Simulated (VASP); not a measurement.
The system is Ti.

```
CELL_PARAMETERS angstrom
2.95000 0.00000 0.00000
-1.47500 2.55477 0.00000
0.00000 0.00000 4.68000
ATOMIC_POSITIONS crystal
Ti 0.33333 0.66667 0.25000
Ti 0.66667 0.33333 0.75000
```

```yaml
Program: VASP 6.6.1
Task: relaxation of cell and atoms
Functional: PBEsol
Potentials_or_basis: VASP PAW PBE potentials, release 64 (Ti_sv)
Cutoff: 600 eV
k_mesh: 18 × 18 × 10
Occupations: fermi-dirac, width 0.1 eV
Spin: no spin polarisation
```

At the start: pressure -5.8 GPa; volume 17.64 Å³/atom.

**Question.** Where does the relaxation end?

**Answer.** Over 3 steps the energy falls by 17.7 meV/atom and the volume is 16.70 Å³/atom (-5.3 %); space group P6_3/mmc (No. 194, to 0.1 Å) before and after.

The path:
```csv
step,energy change (eV),largest force (eV/Å),pressure (GPa),volume (Å³)
1,0.0000,0.0000,-5.81,35.27
2,-0.0158,0.0000,4.97,32.11
3,-0.0354,0.0000,-0.01,33.41
```

Final structure:
```xyz
2
Lattice="2.8982 0.0000 0.0000 -1.4491 2.5099 0.0000 0.0000 0.0000 4.5928" Properties=species:S:1:pos:R:3 pbc="T T T"
Ti    0.0000    1.6733    1.1482
Ti    1.4491    0.8366    3.4446
```

Caveat: the PAW data sets were made with another functional, which shifts forces and pressure a little.
